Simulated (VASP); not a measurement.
Here is a VASP 6.6.1 calculation.

INCAR

```
  ALGO = Normal
  EDIFF = 1E-7
  EDIFFG = -0.02
  ENCUT = 520
  GGA = PE
  IBRION = 2
  ISIF = 2
  ISMEAR = -1
  LASPH = True
  LCHARG = False
  LREAL = False
  LWAVE = False
  NELM = 60
  NSW = 80
  PREC = Accurate
  SIGMA = 0.02
```

File KPOINTS:

```
k-points
0
Gamma
  13 13 5
```

The input POSCAR:

```
BN
1.0
    2.5229525065      0.0000000000      0.0000000000
   -1.2614762532      2.1849409632      0.0000000000
    0.0000000000      0.0000000000      6.5537167865
B N
2 2
Direct
    0.3333333333      0.6666666667      0.2500000000
    0.6666666667      0.3333333333      0.7500000000
    0.3333333333      0.6666666667      0.7500000000
    0.6666666667      0.3333333333      0.2500000000
```

Potentials or basis: VASP PAW PBE potentials, release 64 (B, N).

Command:

```bash
$ cat potpaw_PBE.64/B/POTCAR potpaw_PBE.64/N/POTCAR > POTCAR
$ mpirun -np 1 vasp_std > vasp.out
```

Problem. Estimate the band gap on the k mesh.

Solution. 4.23 eV (least direct gap 4.59 eV).

Stress tensor (GPa, compression positive):
```
-4.27  0.00  0.00
 0.00 -4.27  0.00
 0.00  0.00  3.21
```

Caveat: the relaxation stopped at its first step, so nothing moved; an odd mesh through Γ misses points on the zone boundary, where band edges can lie; this functional lacks dispersion, which binds the layers, so the pressure and a relaxed spacing across them are unreliable.
